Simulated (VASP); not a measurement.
# BaTe (P6_3/mmc) in VASP: further runs, part 2 of 2

VASP 6.6.1. Earlier steps stand in the parts before.

### 5 Single point, PBE

This run uses another cell than the first one, of 44.57 Å³/atom, 1.064 times its volume.

The input, INCAR:

```
SYSTEM = BaTe
PREC = Accurate
ENCUT = 520
EDIFF = 1E-6
ISMEAR = 0
SIGMA = 0.01
LREAL = .FALSE.
LASPH = .TRUE.
NELM = 60
ALGO = Normal
ISIF = 2
LWAVE = .FALSE.
LCHARG = .FALSE.
GGA = PE
NBANDS = 24
```

The input, KPOINTS:

```
Automatic mesh
0
G
  6 6 4
  0 0 0
```

The input, POSCAR:

```
BaTe
1.0
    4.8950483380      0.0000000000      0.0000000000
   -2.4475241690      4.2392362135      0.0000000000
    0.0000000000      0.0000000000      8.5909511542
Ba Te
2 2
Direct
    0.0000000000      0.0000000000      0.0000000000
    0.0000000000      0.0000000000      0.5000000000
    0.3333333333      0.6666666667      0.2500000000
    0.6666666667      0.3333333333      0.7500000000
```

Potentials or basis: VASP PAW PBE potentials, release 64 (Ba_sv, Te).

Started as:

```bash
$ cat potpaw_PBE.64/Ba_sv/POTCAR potpaw_PBE.64/Te/POTCAR > POTCAR
$ mpirun -np 1 vasp_std > vasp.out
```

OUTCAR:

```text
SYSTEM = BaTe
   PREC = Accurate
   ENCUT = 520
   EDIFF = 1E-6
   ISMEAR = 0
   LREAL = .FALSE.
   LASPH = .TRUE.
   NELM = 60
   ISIF = 2
   GGA = PE

 ion  position               nearest neighbor table
   1  0.000  0.000  0.000-   3 3.55   4 3.55   4 3.55   3 3.55   4 3.55   3 3.55   2 4.30   2 4.30

   2  0.000  0.000  0.500-   3 3.55   4 3.55   4 3.55   3 3.55   4 3.55   3 3.55   1 4.30   1 4.30

   3  0.333  0.667  0.250-   1 3.55   2 3.55   1 3.55   2 3.55   1 3.55   2 3.55
   4  0.667  0.333  0.750-   1 3.55   2 3.55   1 3.55   2 3.55   1 3.55   2 3.55

  LATTYP: Found a hexagonal cell.
 ALAT       =     4.8950483380
 C/A-ratio  =     1.7550288702

  Lattice vectors:

 A1 = (   4.8950483380,   0.0000000000,   0.0000000000)
 A2 = (  -2.4475241690,   4.2392362135,   0.0000000000)
 A3 = (   0.0000000000,   0.0000000000,   8.5909511542)

Analysis of symmetry for initial positions (statically):
=====================================================================
 Subroutine PRICEL returns:
 Original cell was already a primitive cell.

 Routine SETGRP: Setting up the symmetry group for a
 hexagonal supercell.

 Subroutine GETGRP returns: Found 24 space group operations
 (whereof 12 operations were pure point group operations)
[... 169 lines left out ...]
 cond. band min:       3.8190626161   @ k =   0.5000   0.0000   0.0000
 fundamental gap:      1.6685234397
 Fermi energy:         2.2205338283

 k-point     1 :       0.0000    0.0000    0.0000
  band No.  band energies     occupation
      1     -25.1630      2.00000
      2     -25.1388      2.00000
      3     -10.7617      2.00000
      4     -10.3114      2.00000
      5     -10.3114      2.00000
      6     -10.2630      2.00000
[... 556 lines left out ...]
     23       6.9136      0.00000
     24       6.9136      0.00000

------------------------ aborting loop because EDIFF is reached ----------------------------------------

  FORCE on cell =-STRESS in cart. coord.  units (eV):
  Direction    XX          YY          ZZ          XY          YZ          ZX
  --------------------------------------------------------------------------------------
  -------------------------------------------------------------------------------------
  Total        0.3797533      0.3797533      0.4305676      0.0000000      0.0000000      0.0000000
  in kB        3.4129218      3.4129218      3.8696002      0.0000000      0.0000000      0.0000000
  external PRESSURE =       3.5651479 kB  Pullay stress =       0.0000000 kB

 VOLUME and BASIS-vectors are now :
 -----------------------------------------------------------------------------
  energy-cutoff  :      520.00
  volume of cell :      178.27
      direct lattice vectors                 reciprocal lattice vectors
     4.895048338  0.000000000  0.000000000     0.204288075  0.117945775  0.000000000
    -2.447524169  4.239236213  0.000000000     0.000000000  0.235891550  0.000000000
     0.000000000  0.000000000  8.590951154     0.000000000  0.000000000  0.116401546

 POSITION                                       TOTAL-FORCE (eV/Angst)
 -----------------------------------------------------------------------------------
      0.00000      0.00000      0.00000         0.000000      0.000000      0.000000
      0.00000      0.00000      4.29548         0.000000      0.000000      0.000000
     -0.00000      2.82616      2.14774        -0.000000      0.000000     -0.000000
      2.44752      1.41308      6.44321         0.000000     -0.000000     -0.000000
 -----------------------------------------------------------------------------------
    total drift:                               -0.000000      0.000000     -0.000000

  FREE ENERGIE OF THE ION-ELECTRON SYSTEM (eV)
  ---------------------------------------------------
  free  energy   TOTEN  =       -16.9631826014 eV

  energy  without entropy=      -16.9631826014  energy(sigma->0) =      -16.96318260
```

OSZICAR:

```text
N       E                     dE             d eps       ncg     rms          rms(c)
DAV:   1     0.206159730230E+03    0.20616E+03   -0.12538E+04  1008   0.111E+03
DAV:   2    -0.330228840127E+00   -0.20649E+03   -0.19371E+03  1312   0.199E+02
DAV:   3    -0.165430730282E+02   -0.16213E+02   -0.16081E+02  1392   0.609E+01
DAV:   4    -0.171980771317E+02   -0.65500E+00   -0.65425E+00  1632   0.106E+01
DAV:   5    -0.172041549418E+02   -0.60778E-02   -0.60775E-02  1264   0.118E+00    0.503E+00
DAV:   6    -0.169472735792E+02    0.25688E+00   -0.47751E-01  1304   0.237E+00    0.339E+00
DAV:   7    -0.169530211845E+02   -0.57476E-02   -0.40338E-01  1408   0.254E+00    0.103E+00
DAV:   8    -0.169601695936E+02   -0.71484E-02   -0.51024E-02  1264   0.932E-01    0.219E-01
DAV:   9    -0.169622051927E+02   -0.20356E-02   -0.37180E-03  1320   0.312E-01    0.881E-02
DAV:  10    -0.169627779035E+02   -0.57271E-03   -0.35850E-04  1392   0.850E-02    0.464E-02
DAV:  11    -0.169631795036E+02   -0.40160E-03   -0.60745E-04  1168   0.123E-01    0.153E-02
DAV:  12    -0.169631819201E+02   -0.24165E-05   -0.16919E-05  1448   0.158E-02    0.115E-02
DAV:  13    -0.169631826014E+02   -0.68133E-06   -0.44524E-06  1096   0.846E-03
   1 F= -.16963183E+02 E0= -.16963183E+02  d E =-.413915E-25
```

stdout:

```text
POSCAR found type information on POSCAR BaTe
 POSCAR found :  2 types and       4 ions
 scaLAPACK will be used
 LDA part: xc-table for (Slater+PW92), standard interpolation
 POSCAR, INCAR and KPOINTS ok, starting setup
 FFT: planning ... GRIDC
 FFT: planning ... GRID_SOFT
 FFT: planning ... GRID
 WAVECAR not read
 entering main loop
```

Run time: 60 s. Hardware: 1 thread of Intel Xeon Platinum 8488C (Sapphire Rapids), shared host; peak memory 0.31 GiB.

What came out:

```
Free energy            : -16.9632 eV
Pressure               : 0.4 GPa
Band gap on the k mesh : 1.67 eV, indirect (least direct gap 1.71 eV)
```

Caveat: spin-orbit coupling is left out, which moves the levels of the heavy elements. A k mesh can miss the band edges.

### 6 Single point, PBE (volume changed by +3%)

The input, INCAR:

```
PREC = Accurate ; ENCUT = 520
EDIFF = 1E-6 ; ISMEAR = 0
SIGMA = 0.01 ; LREAL = F
LASPH = T ; NELM = 60
ALGO = Normal ; ISIF = 2
LWAVE = F ; LCHARG = F
GGA = PE ; NBANDS = 24
```

The input, KPOINTS:

```
Automatic mesh
0
Gamma
  6 6 4
```

The input, POSCAR:

```
BaTe
1.0
    4.9435173153      0.0000000000      0.0000000000
   -2.4717586577      4.2812115791      0.0000000000
    0.0000000000      0.0000000000      8.6760156086
Ba Te
2 2
Direct
    0.0000000000      0.0000000000      0.0000000000
    0.0000000000      0.0000000000      0.5000000000
    0.3333333333      0.6666666667      0.2500000000
    0.6666666667      0.3333333333      0.7500000000
```

Potentials or basis: VASP PAW PBE potentials, release 64 (Ba_sv, Te).

Started as:

```bash
$ cat potpaw_PBE.64/Ba_sv/POTCAR potpaw_PBE.64/Te/POTCAR > POTCAR
$ mpirun -np 1 vasp_std > vasp.out
```

It took 92 s on 1 thread of Intel Xeon Platinum 8488C (Sapphire Rapids), shared host; peak memory 0.35 GiB.

The run converged. Its results:

```
Free energy            : -16.9613 eV
Pressure               : -0.5 GPa
Band gap on the k mesh : 1.71 eV, indirect (least direct gap 1.76 eV)
```

Stress tensor (GPa, compression positive):
```
-0.43  0.00  0.00
 0.00 -0.43  0.00
 0.00  0.00 -0.51
```

Levels at points of the mesh, in eV from the valence-band top:
| k point | band 12 | band 13 | band 14 | band 15 | band 16 | band 17 | band 18 | band 19 | band 20 | band 21 |
| --- | --- | --- | --- | --- | --- | --- | --- | --- | --- | --- |
| (0.00, 0.00, 0.00) | -0.92 | -0.92 | -0.25 | 0.00 | 0.00 | 1.76 | 2.61 | 3.05 | 3.05 | 3.12 |
| (0.50, 0.00, 0.00) | -1.39 | -1.05 | -1.04 | -0.76 | -0.37 | 1.71 | 2.96 | 4.38 | 4.41 | 4.58 |
| (0.00, 0.00, 0.50) | -1.43 | -0.54 | -0.54 | -0.54 | -0.54 | 2.97 | 2.97 | 3.54 | 3.54 | 3.54 |
| (0.50, 0.00, 0.50) | -1.69 | -0.96 | -0.96 | -0.73 | -0.73 | 2.48 | 2.48 | 4.08 | 4.08 | 5.01 |

Caveat: the cell differs from its parent crystal (volume changed by +3%); spin-orbit coupling is left out, which moves the levels of the heavy elements.

### 7 The runs side by side

| cell | gap on the mesh (eV) | pressure (GPa) |
| --- | --- | --- |
| a = 4.795, b = 4.795, c = 8.416 Å, angles 90.0, 90.0, 120.0°, 4 atoms | 1.56 | 2.4 |
| a = 4.846, b = 4.846, c = 8.504 Å, angles 90.0, 90.0, 120.0°, 4 atoms | 1.62 | 1.3 |
| a = 4.895, b = 4.895, c = 8.584 Å, angles 90.0, 90.0, 120.0°, 4 atoms | 1.67 | 0.4 |
| a = 4.895, b = 4.895, c = 8.591 Å, angles 90.0, 90.0, 120.0°, 4 atoms | 1.67 | 0.4 |
| a = 4.944, b = 4.944, c = 8.676 Å, angles 90.0, 90.0, 120.0°, 4 atoms | 1.71 | -0.5 |

Alike in all rows: task single point; level PBE; potentials or basis VASP PAW PBE potentials, release 64 (Ba_sv, Te); no spin polarisation; k mesh 6 × 6 × 4; cutoff (eV) 520; smearing gaussian 0.01 eV.

Caveats: spin-orbit coupling is left out, which moves the levels of the heavy elements.

Absolute energies hang on the potentials; compare differences alone.
